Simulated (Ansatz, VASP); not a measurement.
Na in VASP and in Ansatz

File INCAR:

```
PREC = Accurate ; ENCUT = 520
EDIFF = 1E-6 ; ISMEAR = -1
SIGMA = 0.1 ; LREAL = F
LASPH = T ; NELM = 80
ALGO = Normal ; ISIF = 2
LWAVE = F ; LCHARG = F
GGA = RP ; NBANDS = 10
```

The input KPOINTS:

```
regular mesh
0
Gamma
  10 10 10
```

Contents of POSCAR:

```
Na
1.0
    3.4418290415      0.0000000000      0.0000000000
    0.0000000000      3.4418290415      0.0000000000
    0.0000000000      0.0000000000      3.4418290415
Na
1
Direct
    0.0000000000      0.0000000000      0.0000000000
```

Input for Ansatz:

```yaml
crystal:
  lattice:
    - [3.4418290415, 0.0, 0.0]
    - [0.0, 3.4418290415, 0.0]
    - [0.0, 0.0, 3.4418290415]
  atoms:
    - { symbol: Na, position: [0.0, 0.0, 0.0] }
hamiltonian:
  xc: rpbe
  pseudopotentials:
    kind: paw
    azcp:
      Na: "pseudopotentials/Na.paw.azcp"
basis:
  ecutwfc: 420
  fft_grid_basis: typed
kpoints:
  mp_grid: { grid: [10, 10, 10], shift: [0, 0, 0] }
magnetization:
  spin_polarized: false
scf:
  occupations: { method: fermi_dirac, width: 0.1 }
  lower_state_search: "off"
output:
  stress: true
  write_density: true
  write_potential: true
  elf: true
  volumetric_format: npy
```

Alike in both runs: task single point; functional RPBE; k mesh 10 × 10 × 10; occupations fermi-dirac, width 0.1 eV; no spin polarisation.

|  | VASP | Ansatz |
| --- | --- | --- |
| version | VASP 6.6.1 | Ansatz 0.2.0 |
| potentials or method | VASP PAW PBE potentials, release 64 (Na_pv), cutoff 520 eV | plane waves (420 eV) with PAW, scalar-relativistic |
| valence electrons in the cell | 7 | 9 |

```csv
,VASP,Ansatz,Ansatz less VASP
pressure (GPa),0.3,0.2,-0.05
```

VASP's potentials were made for PBE, not for RPBE. VASP's potentials hold 7 valence electrons a cell and Ansatz's 9, so a difference there can come from the potentials and not from the codes.
